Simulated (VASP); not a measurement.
# Al7BN8 (Cm) in VASP: single point with PBEsol

Aim: the single point of Al7BN8 with PBEsol.

Program: VASP 6.6.1. These are calculated values, not measurements. Logs are shortened: lines on timing, memory, paths and dates and some standing lists are left out, and cuts for length are marked.

## Step 1: The cell of the first run

The structure is monoclinic, space group Cm (No. 8). Conventional cell: a = 9.772 Å, b = 6.098 Å, c = 7.188 Å, α = 90.00°, β = 132.65°, γ = 90.00°. Within 2.4 Å of B (site symmetry m) lie 4 N at 1.75 to 2.36 Å. Al (site symmetry 1) has 4 N at 1.76 to 2.39 Å within 2.4 Å. Within 2.4 Å of Al (site symmetry m) lie 4 N at 1.76 to 2.38 Å. Al (site symmetry 1) has 5 N at 1.76 to 2.50 Å within 2.5 Å. Al (site symmetry m) has 4 N at 1.76 to 2.39 Å within 2.4 Å. Within 2.5 Å of Al (site symmetry m) lie 5 N at 1.76 to 2.48 Å. N (site symmetry m) has 3 Al at 1.76 Å and 1 B at 2.36 Å within 2.4 Å. N (site symmetry m) has 4 Al at 1.76 to 2.38 Å within 2.4 Å.

## Step 2: Single point, PBEsol (atoms moved along the polar distortion)

File INCAR:

```
PREC = Accurate
ENCUT = 600
EDIFF = 1E-6
ISMEAR = 0
SIGMA = 0.01
LREAL = False
LASPH = True
NELM = 120
ALGO = Normal
ISIF = 2
LWAVE = False
LCHARG = False
GGA = PS
NBANDS = 46
GGA_COMPAT = False
```

File KPOINTS:

```
regular mesh
0
Gamma
  8 8 8
```

File POSCAR:

```
Al7BN8
1.0
    3.0489059900     -0.0073791820      4.8861350928
    3.0489059900      0.0073791820     -4.8861350928
   -3.0489059900      5.2868381528     -0.0079587275
B Al N
1 7 8
Direct
    0.1405962831      0.1927341814      0.3333304555
    0.1395966259      0.1925790357      0.8332692619
    0.6402888102      0.6933841223      0.3336729235
    0.6406902352      0.6936726450      0.8332692619
    0.0567441272      0.6100775736      0.1671567702
    0.5570791876      0.1104126339      0.1671567702
    0.0571571544      0.6088193316      0.6659764949
    0.5558450695      0.1104952415      0.6663403200
    0.3820710625      0.9509663891      0.3330374426
    0.8840567181      0.4494302233      0.3334869324
    0.3840793325      0.9484467873      0.8334393774
    0.8849925991      0.4493600539      0.8334393774
    0.2999035044      0.3638908480      0.1683140734
    0.3003825388      0.3630695724      0.6634521202
    0.8044232165      0.8684105600      0.1683140734
    0.8000935351      0.8662508008      0.6663443450
```

Potentials or basis: VASP PAW PBE potentials, release 64 (B, Al, N).

Command:

```console
$ cat potpaw_PBE.64/B/POTCAR potpaw_PBE.64/Al/POTCAR potpaw_PBE.64/N/POTCAR > POTCAR
$ mpirun -np 1 vasp_std > vasp.out
```

OUTCAR:

```text
PREC = Accurate
   ENCUT = 600
   EDIFF = 1E-6
   ISMEAR = 0
   LREAL = False
   LASPH = True
   NELM = 120
   ISIF = 2
   GGA = PS

 ion  position               nearest neighbor table
   1  0.141  0.193  0.333-  13 1.75  15 1.75  14 1.75
   2  0.140  0.193  0.833-  16 1.76  13 1.77  14 1.77  11 2.39  12 2.50   7 3.01   6 3.01   8 3.01
                             8 3.01   7 3.02   5 3.02   4 3.04   3 3.05   3 3.06   4 3.06
   3  0.640  0.693  0.334-  16 1.76  15 1.77  13 1.77  10 2.38   9 2.52   7 3.01   6 3.01   5 3.01
                             5 3.01   6 3.01   8 3.02   4 3.05   2 3.05   4 3.06   2 3.06
   4  0.641  0.694  0.833-  16 1.76  15 1.77  14 1.77  12 2.39  11 2.50   7 3.01   5 3.01   8 3.01
                             8 3.01   7 3.02   6 3.02   2 3.04   3 3.05   3 3.06   2 3.06
   5  0.057  0.610  0.167-  10 1.76   9 1.76  12 1.76  13 2.39  15 2.50   4 3.01   3 3.01   3 3.01
                             2 3.02   7 3.05   6 3.05   8 3.05   6 3.05   8 3.05   7 3.06
   6  0.557  0.110  0.167-  10 1.76   9 1.76  11 1.76  15 2.39  13 2.50   2 3.01   3 3.01   3 3.01
                             4 3.02   7 3.05   5 3.05   8 3.05   5 3.05   8 3.05   7 3.06
   7  0.057  0.609  0.666-  10 1.76  12 1.76  11 1.76  14 2.39  16 2.51   2 3.01   4 3.01   3 3.01
                             4 3.02   2 3.02   5 3.05   6 3.05   8 3.05   8 3.05   6 3.06   5 3.06
   8  0.556  0.110  0.666-   9 1.76  11 1.77  12 1.77  16 2.39  14 2.48   2 3.01   4 3.01   4 3.01
                             2 3.01   3 3.02   6 3.05   5 3.05   7 3.05   7 3.05   5 3.05   6 3.05
   9  0.382  0.951  0.333-   6 1.76   5 1.76   8 1.76   3 2.52
  10  0.884  0.449  0.333-   7 1.76   5 1.76   6 1.76   3 2.38
  11  0.384  0.948  0.833-   7 1.76   6 1.76   8 1.77   2 2.39   4 2.50
  12  0.885  0.449  0.833-   7 1.76   5 1.76   8 1.77   4 2.39   2 2.50
  13  0.300  0.364  0.168-   1 1.75   3 1.77   2 1.77   5 2.39   6 2.50
  14  0.300  0.363  0.663-   1 1.75   2 1.77   4 1.77   7 2.39   8 2.48
  15  0.804  0.868  0.168-   1 1.75   3 1.77   4 1.77   6 2.39   5 2.50
  16  0.800  0.866  0.666-   4 1.76   2 1.76   3 1.76   8 2.39   7 2.51

  LATTYP: Found a base centered monoclinic cell.
 ALAT       =     9.7722813298
 B/A-ratio  =     0.6239906296
 C/A-ratio  =     0.7355637069
 COS(beta)  =    -0.6775328086

  Lattice vectors:

 A1 = (   3.0489059900,   0.0073791820,  -4.8861350928)
 A2 = (  -3.0489059900,   0.0073791820,  -4.8861350928)
 A3 = (   0.0000000000,   5.2794589708,   4.8781763653)

Analysis of symmetry for initial positions (statically):
=====================================================================
 Subroutine PRICEL returns:
 Original cell was already a primitive cell.

 Routine SETGRP: Setting up the symmetry group for a
 base centered monoclinic supercell.

 Subroutine GETGRP returns: Found  2 space group operations
 (whereof  2 operations were pure point group operations)
 out of a pool of  4 trial point group operations.

The static configuration has the point symmetry C_1h.

Analysis of symmetry for dynamics (positions and initial velocities):
=====================================================================
 Subroutine PRICEL returns:
 Original cell was already a primitive cell.

 Routine SETGRP: Setting up the symmetry group for a
 base centered monoclinic supercell.

 Subroutine GETGRP returns: Found  2 space group operations
 (whereof  2 operations were pure point group operations)
 out of a pool of  4 trial point group operations.

The dynamic configuration has the point symmetry C_1h.

 Subroutine INISYM returns: Found  2 space group operations
 (whereof  2 operations are pure point group operations),
 and found     1 'primitive' translations

----------------------------------------------------------------------------------------

                                     Primitive cell

  volume of cell :     157.5196

  direct lattice vectors                    reciprocal lattice vectors
     3.048905990 -0.007379182  4.886135093     0.163993249  0.094728748  0.102473430
     3.048905990  0.007379182 -4.886135093     0.163993249  0.094420654 -0.102187771
    -3.048905990  5.286838153 -0.007958728     0.000000000  0.189149402  0.000285659

  length of vectors
     5.759357458  5.759357458  6.102995062     0.215332592  0.215061354  0.189149617

  position of ions in fractional coordinates (direct lattice)
     0.140596283  0.192734181  0.333330455
     0.139596626  0.192579036  0.833269262
     0.640288810  0.693384122  0.333672924
     0.640690235  0.693672645  0.833269262
     0.056744127  0.610077574  0.167156770
     0.557079188  0.110412634  0.167156770
[... 8 lines left out ...]
     0.804423216  0.868410560  0.168314073
     0.800093535  0.866250801  0.666344345

  ion indices of the primitive-cell ions
   primitive index   ion index
                 1           1
                 2           2
                 3           3
                 4           4
                 5           5
                 6           6
[... 8 lines left out ...]
                15          15
                16          16

----------------------------------------------------------------------------------------

 KPOINTS: regular mesh

Automatic generation of k-mesh.
 Grid dimensions read from file:
 generate k-points for:    8    8    8

 Generating k-lattice:

  Cartesian coordinates                     Fractional coordinates (reciprocal lattice)
     0.020499156  0.011841093  0.012809179     0.125000000  0.000000000 -0.000000000
     0.020499156  0.011802582 -0.012773471     0.000000000  0.125000000 -0.000000000
     0.000000000  0.023643675  0.000035707     0.000000000 -0.000000000  0.125000000

  Length of vectors
     0.026916574  0.026882669  0.023643702

  Shift w.r.t. Gamma in fractional coordinates (k-lattice)
     0.000000000  0.000000000  0.000000000

 Subroutine IBZKPT returns following result:
 ===========================================

 Found    150 irreducible k-points:

 Following reciprocal coordinates:
            Coordinates               Weight
  0.000000  0.000000  0.000000      1.000000
  0.125000  0.000000  0.000000      4.000000
  0.250000  0.000000  0.000000      4.000000
  0.375000 -0.000000  0.000000      4.000000
  0.500000  0.000000  0.000000      2.000000
  0.000000  0.125000  0.000000      4.000000
[... 16 lines left out ...]
  0.125000  0.375000  0.000000      4.000000
  0.250000  0.375000  0.000000      4.000000
 [... further k-points ...]
   k-points           NKPTS =    150   k-points in BZ     NKDIM =    150   number of bands    NBANDS=     46
   number of dos      NEDOS =    301   number of ions     NIONS =     16
   total plane-waves  NPLWV = 115200
   dimension x,y,z NGX =    48 NGY =   48 NGZ =   50
   dimension x,y,z NGXF=    96 NGYF=   96 NGZF=  100
   ions per type =               1   7   8
   NGX,Y,Z   is equivalent  to a cutoff of  13.86, 13.86, 13.62 a.u.
   NGXF,Y,Z  is equivalent  to a cutoff of  27.71, 27.71, 27.24 a.u.
 SYSTEM =  unknown system
   PREC   = accura    normal or accurate (medium, high low for compatibility)
   ISTART =      0    job   : 0-new  1-cont  2-samecut
   ICHARG =      2    charge: 1-file 2-atom 10-const
   ISPIN  =      1    spin polarized calculation?
   LNONCOLLINEAR =      F non collinear calculations
   LSORBIT =      F    spin-orbit coupling
   LASPH  =      T    aspherical Exc in radial PAW
   ENCUT  =  600.0 eV  44.10 Ry    6.64 a.u.  11.50 11.50 12.19*2*pi/ulx,y,z
   NELM   =    120;   NELMIN=  2; NELMDL= -5     # of ELM steps
   EDIFF  = 0.1E-05   stopping-criterion for ELM
   LREAL  =      F    real-space projection
   EDIFFG = 0.1E-04   stopping-criterion for IOM
   NSW    =      0    number of steps for IOM
   IBRION =     -1    ionic relax: 0-MD 1-quasi-New 2-CG
   NFREE  =      0    steps in history (QN), initial steepest desc. (CG)
   ISIF   =      2    stress and relaxation
   ISYM   =      2    0-nonsym 1-usesym 2-fastsym
   POTIM  = 0.5000    time-step for ionic-motion
   TEBEG  =    0.0;   TEEND  =   0.0 temperature during run
   PSTRESS=    0.0 pullay stress
   NELECT =      64.0000    total number of electrons
   NUPDOWN=      -1.0000    fix difference up-down
   EMIN   =  10.00;   EMAX   =-10.00  energy-range for DOS
   EFERMI =   0.00;   METHOD = LEGACY
   ISMEAR =     0;   SIGMA  =   0.01  broadening in eV -4-tet -1-fermi 0-gaus
   EFERMI_NEDOS =   21; number of points for ismear=-14 and -15
   IALGO  =     38    algorithm
   IMIX   =      4    mixing-type and parameters
     AMIX     =   0.40;   BMIX     =  1.00
     AMIX_MAG =   1.60;   BMIX_MAG =  1.00
  volume/ion in A,a.u.               =       9.84        66.44
  Fermi-wavevector in a.u.,A,eV,Ry     =   1.212523  2.291336 20.003448  1.470212
  Thomas-Fermi vector in A             =   2.348004
   LORBIT       =      0    0 simple, 1 ext, 2 COOP (PROOUT), +10 PAW based schemes
   GGA     = PS    functional components
   LHFCALC =     F    Hartree Fock is set to
   AEXX    =    0.0000 exact exchange contribution
   IVDW    =     0    specifies the selected vdW correction
   LEPSILON=     F    determine dielectric tensor
   LRPA    =     F    only Hartree local field effects (RPA)
 non-spin polarized calculation
 Gauss-broadening in eV      SIGMA  =   0.01
  energy-cutoff  :      600.00
  volume of cell :      157.52
 maximum number of plane-waves:      5280
 NGX is ok and might be reduce to    48
   NGX = 23   NGY = 23   NGZ = 25

 number of electron      63.9999999 magnetization

 Free energy of the ion-electron system (eV)
  ---------------------------------------------------
  ext. energy  EPLUGINS =         0.00000000
  ---------------------------------------------------
  free energy    TOTEN  =      -120.45744822 eV

  energy without entropy =     -120.45744822  energy(sigma->0) =     -120.45744822

 E-fermi :   7.4805     XC(G=0): -11.2714

 val. band max:        7.3834277625   @ k =   0.0000   0.0000   0.0000
 cond. band min:       9.7816884335   @ k =   0.0000   0.0000   0.0000
 fundamental gap:      2.3982606710
 Fermi energy:         7.4804505934

 k-point     1 :       0.0000    0.0000    0.0000
  band No.  band energies     occupation
      1      -9.4875      2.00000
      2      -7.3776      2.00000
      3      -7.1925      2.00000
      4      -7.0554      2.00000
      5      -6.9334      2.00000
      6      -6.8669      2.00000
[... 1117 lines left out ...]
     43      14.6806      0.00000
     44      14.8810      0.00000

 [... further k-points ...]

 [bands above 44 left out]

------------------------ aborting loop because EDIFF is reached ----------------------------------------

  FORCE on cell =-STRESS in cart. coord.  units (eV):
  Direction    XX          YY          ZZ          XY          YZ          ZX
  --------------------------------------------------------------------------------------
  -------------------------------------------------------------------------------------
  Total       22.0744527     21.6156136     -8.7843882     -0.0000000      0.3065091      0.0000000
  in kB      224.5256689    219.8586838    -89.3485633     -0.0000000      3.1175929      0.0000000
  external PRESSURE =     118.3452632 kB  Pullay stress =       0.0000000 kB

 VOLUME and BASIS-vectors are now :
 -----------------------------------------------------------------------------
  energy-cutoff  :      600.00
  volume of cell :      157.52
      direct lattice vectors                 reciprocal lattice vectors
     3.048905990 -0.007379182  4.886135093     0.163993249  0.094728748  0.102473430
     3.048905990  0.007379182 -4.886135093     0.163993249  0.094420654 -0.102187771
    -3.048905990  5.286838153 -0.007958728     0.000000000  0.189149402  0.000285659

 POSITION                                       TOTAL-FORCE (eV/Angst)
 -----------------------------------------------------------------------------------
      0.00000      1.76265     -0.25741        -0.000000     -0.068832      0.282032
     -1.52779      4.40575     -0.26551        -0.633695     -0.321624      0.416278
      3.04891      1.76447     -0.26209         0.000000      0.740757      0.563416
      1.52779      4.40575     -0.26551         0.633695     -0.321624      0.416278
      1.52343      0.88781     -2.70499        -0.013461      0.225639      0.355909
      1.52547      0.88043      2.18114         0.013461      0.225639      0.355909
[... 8 lines left out ...]
      4.58714      0.89032     -0.31399         4.183653      2.326176     -0.352068
      3.04891      3.52334     -0.32856        -0.000000      0.046237     -0.446451
 -----------------------------------------------------------------------------------
    total drift:                               -0.000005     -0.000114     -0.000149

  FREE ENERGIE OF THE ION-ELECTRON SYSTEM (eV)
  ---------------------------------------------------
  free  energy   TOTEN  =      -120.4574482217 eV

  energy  without entropy=     -120.4574482217  energy(sigma->0) =     -120.45744822
```

It took 45 min on 1 thread of Intel Xeon 8259CL, shared host; peak memory 1 GiB.

What came out:

| Property | Result |
| --- | --- |
| Free energy | -120.4574 eV |
| Pressure | 11.8 GPa |
| Largest force | 4.800 eV/Å |
| Band gap on the k mesh | 2.40 eV |

Forces in eV/Å, atoms in the order of the input:
```
B    0.000 -0.069  0.282
Al  -0.634 -0.322  0.416
Al   0.000  0.741  0.563
Al   0.634 -0.322  0.416
Al  -0.013  0.226  0.356
Al   0.013  0.226  0.356
Al   0.000 -0.276  0.388
Al   0.000 -0.266  0.367
N    0.000 -0.007  0.034
N    0.000 -0.064 -0.928
N    0.055  0.078 -0.394
N   -0.055  0.078 -0.394
N   -4.184  2.326 -0.352
N    0.000 -4.722 -0.312
N    4.184  2.326 -0.352
N    0.000  0.046 -0.446
```

Caveat: the cell differs from its parent crystal (atoms moved along the polar distortion); the stress differs along the axes, from -9 to 22 GPa; the PAW data sets were made with another functional, which shifts forces and pressure a little.
